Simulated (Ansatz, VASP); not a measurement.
**One calculation of Rh, two programs**

INCAR

```
  PREC = Accurate
  ENCUT = 520
  EDIFF = 1E-7
  ISMEAR = 0
  SIGMA = 0.15
  LREAL = False
  LASPH = True
  NELM = 60
  ALGO = Fast
  ISIF = 2
  LWAVE = False
  LCHARG = False
  GGA = PS
  NBANDS = 14
```

The input KPOINTS:

```
regular mesh
0
Gamma
  28 28 28
```

The input POSCAR:

```
Rh
1.0
    0.0000000000      1.8899965797      1.9372464942
    1.8899965797      0.0000000000      1.9372464942
    1.8899965797      1.8899965797      0.0000000000
Rh
1
Direct
    0.0000000000      0.0000000000      0.0000000000
```

Input for Ansatz:

```yaml
crystal:
  lattice:
    - [0.0, 1.8899965797, 1.9372464942]
    - [1.8899965797, 0.0, 1.9372464942]
    - [1.8899965797, 1.8899965797, 0.0]
  atoms:
    - { symbol: Rh, position: [0.0, 0.0, 0.0] }
basis:
  ecutwfc: 420
kpoints:
  mp_grid: { grid: [28, 28, 28] }
hamiltonian:
  xc: pbesol
scf:
  occupations: { method: gaussian, width: 0.15 }
output:
  forces: true
  stress: true
  eigenvalues: true
```

Change from the starting cell: strain +0.000 along x and y, +0.025 along z, atoms carried along.

Alike in both runs: task single point; functional PBEsol; k mesh 28 × 28 × 28; occupations gaussian, width 0.15 eV; no spin polarisation.

```csv
,VASP,Ansatz
version,VASP 6.6.1,Ansatz 0.2.0
potentials or method,"VASP PAW PBE potentials, release 64 (Rh_pv), cutoff 520 eV","scalar-relativistic, plane waves, PAW"
valence electrons in the cell,15,17
```

|  | VASP | Ansatz | Ansatz less VASP |
| --- | --- | --- | --- |
| gap on the k mesh at the Fermi level (eV) | none | none | - |
| pressure (GPa) | -6.7 | -6.7 | +0.07 |
| traceless stress, the component that is largest in VASP (GPa) | -4.09 | -4.10 | -0.011 |

VASP's potentials were made for PBE, not for PBEsol. A gap of «none» marks a metal or a gap that the smearing closes. The functional is the same, so the differences come from potentials, cutoffs and numerics. VASP's potentials hold 15 valence electrons a cell and Ansatz's 17, so a difference there can come from the potentials and not from the codes.
